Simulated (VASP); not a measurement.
Here is a VASP 6.6.1 calculation.

Contents of INCAR:

```
SYSTEM = MgS
PREC     = Accurate       ! precision mode
ENCUT    = 520            ! plane-wave cutoff, eV
EDIFF    = 1E-6           ! SCF threshold, eV
ISMEAR   = 0              ! smearing method
SIGMA    = 0.01           ! smearing width, eV
LREAL    = .False.        ! projectors in reciprocal space
LASPH    = .True.         ! aspherical terms in the spheres
NELM     = 60             ! most SCF steps
ALGO     = Normal         ! electronic algorithm
ISIF     = 2              ! what is computed and relaxed
LWAVE    = .False.        ! write WAVECAR
LCHARG   = .False.        ! write CHGCAR
GGA      = PS             ! functional
NBANDS   = 11             ! bands
```

The input KPOINTS:

```
Automatic mesh
0
Gamma
  8 8 8
  0 0 0
```

File POSCAR:

```
MgS
1.0
    0.0000000000      2.6039158233      2.6039158233
    2.6039158233      0.0000000000      2.6039158233
    2.6039158233      2.6039158233      0.0000000000
Mg S
1 1
Direct
    0.0000000000      0.0000000000      0.0000000000
    0.5000000000      0.5000000000      0.5000000000
```

Potentials or basis: VASP PAW PBE potentials, release 64 (Mg, S).

Run with:

```bash
$ cat potpaw_PBE.64/Mg/POTCAR potpaw_PBE.64/S/POTCAR > POTCAR
$ mpirun -np 1 vasp_std > vasp.out
```

What does it give for the pressure?

-1.3 GPa.

Estimate the band gap on the k mesh.

2.70 eV, indirect (least direct gap 3.57 eV).

Caveat: the PAW data sets were made with another functional, which shifts forces and pressure a little. Expect the measured gap to be larger: semilocal functionals such as PBEsol lack the derivative discontinuity.
